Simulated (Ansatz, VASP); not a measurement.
**One calculation of Si, two programs**

The input INCAR:

```
SYSTEM = Si
PREC = Accurate
ENCUT = 520
EDIFF = 1E-7
ISMEAR = 0
SIGMA = 0.05
LREAL = .False.
LASPH = .True.
NELM = 80
ALGO = Normal
ISIF = 2
LWAVE = .False.
LCHARG = .False.
GGA = CA
NBANDS = 11
```

File KPOINTS:

```
Automatic mesh
0
Gamma
  12 12 12
  0 0 0
```

Contents of POSCAR:

```
Si
1.0
    0.0000000000      3.0687827966      2.5590069965
    2.4746070296      0.0000000000      2.5590069965
    2.4746070296      3.0687827966      0.0000000000
Si
2
Direct
    0.5000000000      0.5000000000      0.5000000000
    0.7500000000      0.7500000000      0.7500000000
```

Input for Ansatz:

```yaml
crystal:
  lattice:
    - [0.0, 3.0687827966, 2.5590069965]
    - [2.4746070296, 0.0, 2.5590069965]
    - [2.4746070296, 3.0687827966, 0.0]
  atoms:
    - { symbol: Si, position: [0.5, 0.5, 0.5] }
    - { symbol: Si, position: [0.75, 0.75, 0.75] }
basis:
  ecutwfc: 420
kpoints:
  mp_grid: { grid: [12, 12, 12] }
hamiltonian:
  xc: lda
  pseudopotentials: { kind: paw, azcp: { folder: soft_1 } }
scf:
  occupations: { method: gaussian, width: 0.05 }
output:
  forces: true
  stress: true
  eigenvalues: true
```

Change from the starting cell: strain +e along x and -e along y -0.1100, strain +e along z and -e/2 along x and y -0.0525.

Alike in both runs: task single point; functional LDA; k mesh 12 × 12 × 12; occupations gaussian, width 0.05 eV; no spin polarisation.

|  | VASP | Ansatz |
| --- | --- | --- |
| version | VASP 6.6.1 | Ansatz 0.2.0 |
| potentials or method | VASP PAW LDA potentials, release 64 (Si), cutoff 520 eV | scalar-relativistic, plane waves, PAW |
| valence electrons in the cell | 8 | 8 |

Ansatz gave:

```
gap on the k mesh at the Fermi level (eV)                     : none
pressure (GPa)                                                : -0.1
traceless stress, the component that is largest in VASP (GPa) : -15.78
```

**Question.** What did VASP give for the same quantities?

**Answer.** gap on the k mesh at the Fermi level (eV): none; pressure (GPa): 0.0; traceless stress, the component that is largest in VASP (GPa): -15.77.

Ansatz warns that its potentials were made for another functional, while VASP's fit it. LDA's correlation is that of Perdew and Zunger in VASP and of Perdew and Wang (1992) in Ansatz. A gap of «none» marks a metal or a gap that the smearing closes.
